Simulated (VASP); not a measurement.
Input of a VASP 6.6.1 run:

The input INCAR:

```
  ALGO = Normal
  EDIFF = 1E-6
  ENCUT = 520
  GGA = PS
  ISIF = 2
  ISMEAR = 0
  LASPH = True
  LCHARG = True
  LELF = True
  LREAL = Auto
  LVHAR = True
  LWAVE = False
  NBANDS = 70
  NELM = 60
  PREC = Accurate
  SIGMA = 0.1
```

KPOINTS

```
k-points
0
Gamma
  6 6 6
```

The input POSCAR:

```
HfSi
1.0
    0.0000000000      3.7560574564     -5.2020030084
    0.0000000000      3.7560574564      5.2020030084
    6.8265384961      0.0000000000      0.0000000000
Hf Si
8 8
Direct
    0.0619364703      0.1880635297      0.1755172944
    0.5619364703      0.6880635297      0.1755172944
    0.0619364703      0.6880635297      0.3244827056
    0.5619364703      0.1880635297      0.3244827056
    0.9380635297      0.3119364703      0.6755172944
    0.4380635297      0.8119364703      0.6755172944
    0.9380635297      0.8119364703      0.8244827056
    0.4380635297      0.3119364703      0.8244827056
    0.8047918039      0.4452081961      0.0430958721
    0.3047918039      0.9452081961      0.0430958721
    0.3047918039      0.4452081961      0.4569041279
    0.8047918039      0.9452081961      0.4569041279
    0.6952081961      0.5547918039      0.5430958721
    0.1952081961      0.0547918039      0.5430958721
    0.1952081961      0.5547918039      0.9569041279
    0.6952081961      0.0547918039      0.9569041279
```

Potentials or basis: VASP PAW PBE potentials, release 64 (Hf_pv, Si).

Launch:

```console
$ cat potpaw_PBE.64/Hf_pv/POTCAR potpaw_PBE.64/Si/POTCAR > POTCAR
$ mpirun -np 1 vasp_std > vasp.out
```

Problem. Predict the largest force.

Solution. 0.013 eV/Å.

Problem. Estimate the pressure.

Solution. 0.1 GPa.

Forces in eV/Å, atoms in the order of the input:
```
Hf   0.005  0.000  0.005
Hf   0.005  0.000  0.005
Hf  -0.005  0.000  0.005
Hf  -0.005  0.000  0.005
Hf   0.005  0.000 -0.005
Hf   0.005  0.000 -0.005
Hf  -0.005  0.000 -0.005
Hf  -0.005  0.000 -0.005
Si  -0.004  0.000 -0.012
Si  -0.004  0.000 -0.012
Si   0.004  0.000 -0.012
Si   0.004  0.000 -0.012
Si  -0.004  0.000  0.012
Si  -0.004  0.000  0.012
Si   0.004  0.000  0.012
Si   0.004  0.000  0.012
```

Caveat: the PAW data sets were made with another functional, which shifts forces and pressure a little.
